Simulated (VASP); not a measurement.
A run of VASP 6.6.1:

The input INCAR:

```
  PREC = Accurate
  ENCUT = 520
  EDIFF = 1E-6
  ISMEAR = -1
  SIGMA = 0.1
  LREAL = F
  LASPH = T
  NELM = 80
  ALGO = Normal
  ISIF = 2
  LWAVE = F
  LCHARG = T
  GGA = PE
  LELF = T
  LVHAR = T
  NBANDS = 16
```

The input KPOINTS:

```
regular mesh
0
Gamma
  13 13 13
```

File POSCAR:

```
InAs
1.0
    0.0000000000      2.8760203676      2.8760203676
    2.8760203676      0.0000000000      2.8760203676
    2.8760203676      2.8760203676      0.0000000000
In As
1 1
Direct
    0.0000000000      0.0000000000      0.0000000000
    0.5000000000      0.5000000000      0.5000000000
```

Potentials or basis: VASP PAW PBE potentials, release 64 (In_d, As).

The run is started by

```console
$ cat potpaw_PBE.64/In_d/POTCAR potpaw_PBE.64/As/POTCAR > POTCAR
$ mpirun -np 1 vasp_std > vasp.out
```

Hardware: 1 thread of Intel Xeon 8259CL, with other jobs on the host.

**Question.** How long does it take, and how much memory?

**Answer.** Run time: 110 s on 1 thread of Intel Xeon 8259CL, with other jobs on the host, peak memory 0.21 GiB. Counts: scf iterations 12, k points 84.
